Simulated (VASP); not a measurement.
Input of a VASP 6.6.1 run:

Contents of INCAR:

```
SYSTEM = Cd
PREC     = Accurate       ! precision mode
ENCUT    = 520            ! plane-wave cutoff, eV
EDIFF    = 1E-6           ! SCF threshold, eV
ISMEAR   = -1             ! smearing method
SIGMA    = 0.1            ! smearing width, eV
LREAL    = .False.        ! projectors in reciprocal space
LASPH    = .True.         ! aspherical terms in the spheres
NELM     = 60             ! most SCF steps
ALGO     = Normal         ! electronic algorithm
ISIF     = 2              ! what is computed and relaxed
LWAVE    = .False.        ! write WAVECAR
LCHARG   = .True.         ! write CHGCAR
GGA      = RP             ! functional
LELF     = .True.         ! ELF
LVHAR    = .True.       
NBANDS   = 25             ! bands
```

The input KPOINTS:

```
regular mesh
0
Gamma
  8 8 11
  0 0 0
```

POSCAR

```
Cd
1.0
    5.3278495416      0.0000000000      0.0000000000
   -2.6639247708      4.6140530506      0.0000000000
    0.0000000000      0.0000000000      3.2160674846
Cd
3
Direct
    0.0000000000      1.0000000000      0.0000000000
    0.3333333333      0.6666666667      0.5000000000
    0.6666666667      0.3333333333      0.5000000000
```

Potentials or basis: VASP PAW PBE potentials, release 64 (Cd).

Launch:

```sh
$ cat potpaw_PBE.64/Cd/POTCAR > POTCAR
$ mpirun -np 1 vasp_std > vasp.out
```

Problem. Estimate the band gap on the k mesh.

Solution. Zero (bands 18 and 19 overlap by 4.15 eV).

Problem. Estimate the pressure.

Solution. -0.7 GPa.

Caveat: the PAW data sets were made with another functional, which shifts forces and pressure a little.
